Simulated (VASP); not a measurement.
V: single point with PBEsol

The system is V.

```
V
1.0
     2.19844   -3.80781    0.00000
    -4.39688    0.00000    0.00000
     0.00000    0.00000   -4.70179
V
6
Direct
  0.00000 0.00000 0.50000
  0.00000 0.00000 0.00000
  0.33333 0.66667 0.25000
  0.33333 0.66667 0.75000
  0.66667 0.33333 0.25000
  0.66667 0.33333 0.75000
```

This isn't the form of V at room conditions, which is bcc.

```yaml
Program: VASP 6.6.1
Task: single point
Functional: PBEsol
Potentials_or_basis: VASP PAW PBE potentials, release 64 (V_sv)
Cutoff: 520 eV
k_mesh: 12 × 12 × 8
Occupations: gaussian, width 0.1 eV
Spin: collinear spin, ferromagnetic start
Starting_moments: "[2.0, 2.0, 2.0, 2.0, 2.0, 2.0] μB"
Dipole_correction: no
Further_INCAR_settings: ALGO = Fast; EDIFF = 1e-06; NBANDS = 52
```

The pressure is 0.3 GPa and the band gap on the k mesh is zero (filled and empty bands overlap). The net moment is 0.00 μB per cell and the valence electrons inside the program's atomic spheres are V 11.70, 11.76 (each value once).

Stress tensor (GPa, compression positive):
```
0.18 0.00 0.00
0.00 0.18 0.00
0.00 0.00 0.53
```

Levels at points of the mesh, in eV from the Fermi level:
Spin up:
```
           k point  band 35  band 36  band 37  band 38  band 39  band 40  band 41  band 42  band 43  band 44
(0.00, 0.00, 0.00)    -1.39    -1.39    -0.90    -0.89    -0.11    -0.11     0.53     0.53     0.95     0.95
(0.50, 0.00, 0.00)    -1.17    -0.90    -0.85    -0.61    -0.43     0.69     0.81     0.83     1.66     1.80
(0.00, 0.00, 0.50)    -0.96    -0.96     0.68     0.68     0.68     0.68     1.12     1.12     1.12     1.12
(0.50, 0.00, 0.50)    -0.46    -0.46    -0.39    -0.39    -0.04    -0.04     0.72     0.72     0.79     0.79
```
Spin down:
| k point | band 36 | band 37 | band 38 | band 39 | band 40 | band 41 | band 42 | band 43 |
| --- | --- | --- | --- | --- | --- | --- | --- | --- |
| (0.00, 0.00, 0.00) | -1.39 | -0.90 | -0.89 | -0.11 | -0.11 | 0.53 | 0.53 | 0.95 |
| (0.50, 0.00, 0.00) | -0.90 | -0.85 | -0.61 | -0.43 | 0.69 | 0.81 | 0.83 | 1.66 |
| (0.00, 0.00, 0.50) | -0.96 | 0.68 | 0.68 | 0.68 | 0.68 | 1.12 | 1.12 | 1.12 |
| (0.50, 0.00, 0.50) | -0.46 | -0.39 | -0.39 | -0.04 | -0.04 | 0.72 | 0.72 | 0.79 |

Wall time 11 min on 4 MPI ranks on Oxide Virtual Turin-like Processor, on a shared host, peak memory 0.57 GiB a rank.

Caveat: the moments typed at the start vanished in this run; the PAW data sets were made with another functional, which shifts forces and pressure a little.
